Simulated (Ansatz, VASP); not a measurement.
# Two plane-wave programs on Cd3Te

The input INCAR:

```
PREC     = Accurate       # precision mode
ENCUT    = 520            # plane-wave cutoff, eV
EDIFF    = 1E-7           # SCF threshold, eV
ISMEAR   = 0              # smearing method
SIGMA    = 0.1            # smearing width, eV
LREAL    = F              # projectors in reciprocal space
LASPH    = T              # aspherical terms in the spheres
NELM     = 100            # most SCF steps
ALGO     = Fast           # electronic algorithm
ISIF     = 2              # what is computed and relaxed
LWAVE    = F              # write WAVECAR
LCHARG   = F              # write CHGCAR
GGA      = PE             # functional
NBANDS   = 29             # bands
```

The input KPOINTS:

```
regular mesh
0
Gamma
  4 4 4
```

The input POSCAR:

```
Cd3Te
1.0
    4.7555053500      0.0000000000      0.0000000000
    0.0000000000      4.7555053500      0.0000000000
    0.0000000000      0.0000000000      4.7555053500
Cd Te
3 1
Direct
    0.5000000000      0.5000000000      0.0000000000
    0.5000000000      0.0000000000      0.5000000000
    0.0000000000      0.5000000000      0.5000000000
    0.0000000000      0.0000000000      0.0000000000
```

Input for Ansatz:

```yaml
crystal:
  lattice:
    - [4.75550535, 0.0, 0.0]
    - [0.0, 4.75550535, 0.0]
    - [0.0, 0.0, 4.75550535]
  atoms:
    - { symbol: Cd, position: [0.5, 0.5, 0.0] }
    - { symbol: Cd, position: [0.5, 0.0, 0.5] }
    - { symbol: Cd, position: [0.0, 0.5, 0.5] }
    - { symbol: Te, position: [0.0, 0.0, 0.0] }
basis:
  ecutwfc: 420
kpoints:
  mp_grid: { grid: [4, 4, 4] }
hamiltonian:
  xc: pbe
scf:
  occupations: { method: gaussian, width: 0.1 }
  lower_state_search: "off"
output:
  forces: true
  stress: true
  eigenvalues: true
```

Change from the starting cell: species swapped into the YPd3 type (Pm-3m, No. 221).

Alike in both runs: task single point; functional PBE; k mesh 4 × 4 × 4; occupations gaussian, width 0.1 eV; no spin polarisation.

|  | VASP | Ansatz |
| --- | --- | --- |
| version | VASP 6.6.1 | Ansatz 0.2.0 |
| potentials or method | VASP PAW PBE potentials, release 64 (Cd, Te), cutoff 520 eV | scalar-relativistic, plane waves, PAW |
| valence electrons in the cell | 42 | 76 |

```csv
,VASP,Ansatz,Ansatz less VASP
gap on the k mesh at the Fermi level (eV),none,none,-
pressure (GPa),-1.7,-1.8,-0.12
```

A gap of «none» marks a metal or a gap that the smearing closes. VASP's potentials hold 42 valence electrons a cell and Ansatz's 76, so a difference there can come from the potentials and not from the codes.

Spin-orbit coupling is off throughout.
